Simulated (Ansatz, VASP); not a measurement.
**LaYN2: VASP beside Ansatz**

```xyz
8
Lattice="3.9164 0.0000 0.0000 0.0000 3.9164 0.0000 0.0000 0.0000 8.6392" Properties=species:S:1:pos:R:3 pbc="T T T"
La    1.9582    0.0000    5.5536
La    0.0000    1.9582    3.0855
Y     1.9582    1.9582    0.0000
Y     0.0000    0.0000    0.0000
N     0.0000    1.9582    6.9091
N     1.9582    0.0000    3.1775
N     1.9582    0.0000    1.7301
N     0.0000    1.9582    5.4617
```

Change from the starting cell: species swapped into the ScCoC2 type (P4/nmm, No. 129).

Alike in both runs: functional PBE; k mesh 4 × 4 × 2; occupations gaussian, width 0.1 eV; no spin polarisation.

Ansatz relaxed the structure, and its values are those at the end. VASP's run is a single point on that final structure, the one shown.

|  | VASP | Ansatz |
| --- | --- | --- |
| version | VASP 6.6.1 | Ansatz 0.2.0 |
| potentials or method | VASP PAW PBE potentials, release 64 (La, Y_sv, N), cutoff 520 eV | scalar-relativistic, plane waves, PAW |
| valence electrons in the cell | 64 | 64 |

|  | VASP | Ansatz | Ansatz less VASP |
| --- | --- | --- | --- |
| gap on the k mesh at the Fermi level (eV) | none | none | - |
| pressure (GPa) | 0.2 | 0.3 | +0.10 |
| rms of the force components (eV/Å) | 0.039 | 0.001 | -0.0373 |

A gap of «none» marks a metal or a gap that the smearing closes.

The k mesh is coarse, so the values compare programs but aren't converged. Spin-orbit coupling is off throughout.
